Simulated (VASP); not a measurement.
ZnS:

```
CELL_PARAMETERS angstrom
3.58959 0.00000 0.00000
-1.79480 3.10868 0.00000
0.00000 0.00000 5.88000
ATOMIC_POSITIONS crystal
Zn 0.00000 0.00000 0.00000
Zn 0.00000 0.00000 0.50000
S 0.33333 0.66667 0.25000
S 0.66667 0.33333 0.75000
```

Base run:

| Property | Result |
| --- | --- |
| Program | VASP 6.6.1 |
| Functional | PBE |
| Potentials or basis | VASP PAW PBE potentials, release 64 (Zn, S) |
| Cutoff | 520 eV |
| k mesh | 12 × 12 × 4 |
| Occupations | gaussian, width 0.01 eV |
| Spin | no spin polarisation |

Its results: band gap on the k mesh 0.37 eV, indirect (least direct gap 1.68 eV); pressure 2.5 GPa.

Q: The run is repeated on the same cell with these changes: functional from PBE to r2SCAN; k mesh from 12 × 12 × 4 to 6 × 6 × 2. What comes out?

A: Band gap on the k mesh 0.81 eV, indirect (least direct gap 2.38 eV); pressure 0.2 GPa.

Several settings changed at once, so the effect can't be laid on one alone.

Caveats: some runs use coarse meshes; the PAW data sets were made with another functional, which shifts forces and pressure a little (some runs).

A k mesh can miss the band edges.
